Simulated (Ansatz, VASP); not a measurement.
## Two plane-wave programs on Ti3Se

POSCAR

```
Ti3Se
1.0
    3.1321732920      0.0000000000      0.0000000000
   -1.5660866460      2.7125416399      0.0000000000
    0.0000000000      0.0000000000      7.7806026671
Se Ti
1 3
Direct
    0.0000000000      0.0000000000      0.0000000000
    0.6666666667      0.3333333333      0.5000000000
    0.3333333333      0.6666666667      0.7729020000
    0.3333333333      0.6666666667      0.2270980000
```

The input INCAR.step1:

```
PREC     = Accurate       # precision mode
ENCUT    = 520            # plane-wave cutoff, eV
ISMEAR   = -1             # smearing method
SIGMA    = 0.05           # smearing width, eV
LREAL    = F              # projectors in reciprocal space
LASPH    = T              # aspherical terms in the spheres
NELM     = 100            # most SCF steps
NBANDS   = 29             # bands
GGA      = PE             # functional
ALGO     = Normal         # electronic algorithm
EDIFF    = 1E-4           # SCF threshold, eV
LWAVE    = T              # write WAVECAR
LCHARG   = F              # write CHGCAR
```

File INCAR.step2:

```
PREC     = Accurate       # precision mode
ENCUT    = 520            # plane-wave cutoff, eV
EDIFF    = 1E-6           # SCF threshold, eV
ISMEAR   = -1             # smearing method
SIGMA    = 0.05           # smearing width, eV
LREAL    = F              # projectors in reciprocal space
LASPH    = T              # aspherical terms in the spheres
NELM     = 100            # most SCF steps
ALGO     = Normal         # electronic algorithm
ISIF     = 2              # what is computed and relaxed
LWAVE    = F              # write WAVECAR
LCHARG   = F              # write CHGCAR
METAGGA  = R2SCAN         # meta-GGA
LMIXTAU  = T            
NBANDS   = 29             # bands
ISTART   = 1
```

File KPOINTS:

```
regular mesh
0
Gamma
  10 10 4
```

input.yaml

```yaml
crystal:
  lattice:
    - [3.132173292, 0.0, 0.0]
    - [-1.566086646, 2.7125416399, 0.0]
    - [0.0, 0.0, 7.7806026671]
  atoms:
    - { symbol: Se, position: [0.0, 0.0, 0.0] }
    - { symbol: Ti, position: [0.6666666667, 0.3333333333, 0.5] }
    - { symbol: Ti, position: [0.3333333333, 0.6666666667, 0.772902] }
    - { symbol: Ti, position: [0.3333333333, 0.6666666667, 0.227098] }
hamiltonian:
  xc: r2scan
  pseudopotentials: { kind: paw }
kpoints:
  mp_grid: { grid: [10, 10, 4] }
scf:
  occupations: { method: fermi_dirac, width: 0.05 }
output:
  forces: true
  stress: true
  eigenvalues: true
```

Alike in both runs: task single point; functional r2SCAN; k mesh 10 × 10 × 4; occupations fermi-dirac, width 0.05 eV; no spin polarisation.

|  | VASP | Ansatz |
| --- | --- | --- |
| version | VASP 6.6.1 | Ansatz 0.2.0 |
| potentials or method | VASP PAW PBE potentials, release 64 (Se, Ti_sv) | Ansatz PAW |
| plane-wave cutoff (eV) | 520 | 500 |
| valence electrons in the cell | 42 | 52 |

VASP gave:

- gap on the k mesh at the Fermi level (eV): none
- pressure (GPa): 8.0
- traceless stress, the component that is largest in VASP (GPa): 0.32
- rms of the force components (eV/Å): 0.074

Q: What did Ansatz give for the same quantities?

A: gap on the k mesh at the Fermi level (eV): none; pressure (GPa): 7.5; traceless stress, the component that is largest in VASP (GPa): 0.27; rms of the force components (eV/Å): 0.062.

VASP's potentials were made for PBE, not for r2SCAN. Atom by atom the forces differ by 0.012 eV/Å (rms over components). A gap of «none» marks a metal or a gap that the smearing closes. With one functional, cell and mesh, what is left measures potentials, basis and numerics. VASP's potentials hold 42 valence electrons a cell and Ansatz's 52, so a difference there can come from the potentials and not from the codes.
